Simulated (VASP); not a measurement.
Wanted: the native input for a VASP 6.6.1 run.

```
Task                   : relaxation of cell and atoms
Functional             : PBE
Potentials or basis    : VASP PAW PBE potentials, release 64 (Cr_pv)
Cutoff                 : 500 eV
k mesh                 : 10 × 10 × 10
Occupations            : gaussian, width 0.1 eV
Spin                   : no spin polarisation
Dipole correction      : no
Further INCAR settings : ALGO = Normal; EDIFF = 1e-07; IBRION = 2; EDIFFG = -0.05; NSW = 100; ISIF = 3
```

The structure of Cr lies in POSCAR:

```
Cr
1.0
   -1.4000000000      1.4000000000      1.4000000000
    1.4000000000     -1.4000000000      1.4000000000
    1.4000000000      1.4000000000     -1.4000000000
Cr
1
Direct
    0.0000000000      0.0000000000      0.0000000000
```

The input as run:

INCAR

```
PREC = Accurate ; ENCUT = 500
EDIFF = 1E-7 ; ISMEAR = 0
SIGMA = 0.1 ; LREAL = F
LASPH = T ; NELM = 120
ALGO = Normal ; ISIF = 3
LWAVE = F ; LCHARG = F
GGA = PE ; IBRION = 2
NSW = 100 ; EDIFFG = -0.05
GGA_COMPAT = F ; NELMIN = 4
```

KPOINTS

```
regular mesh
0
Gamma
  10 10 10
```

Potentials or basis: VASP PAW PBE potentials, release 64 (Cr_pv).

Launch:

```sh
$ cat potpaw_PBE.64/Cr_pv/POTCAR > POTCAR
$ mpirun -np 1 vasp_std > vasp.out
```

It gave:

```
Relaxed volume                         : 11.55 Å³/atom
Relaxed cell                           : a = 2.466 Å, b = 2.466 Å, c = 2.466 Å, α = 109.47°, β = 109.47°, γ = 109.47°
Space group after relaxing (to 0.05 Å) : Im-3m (No. 229)
Energy gained by relaxing              : 24.0 meV/atom
Ionic steps                            : 3
Pressure after relaxing                : -0.4 GPa
Band gap on the k mesh                 : zero (band 6 reaches 13.39 eV, above the bottom of band 7 at 10.04 eV)
```

Caveat: the run has no spin polarisation, though such a crystal can be magnetic.

Run time: 8.1 s on 1 thread of Intel Xeon 6975P-C, on a shared host, peak memory 0.12 GiB.
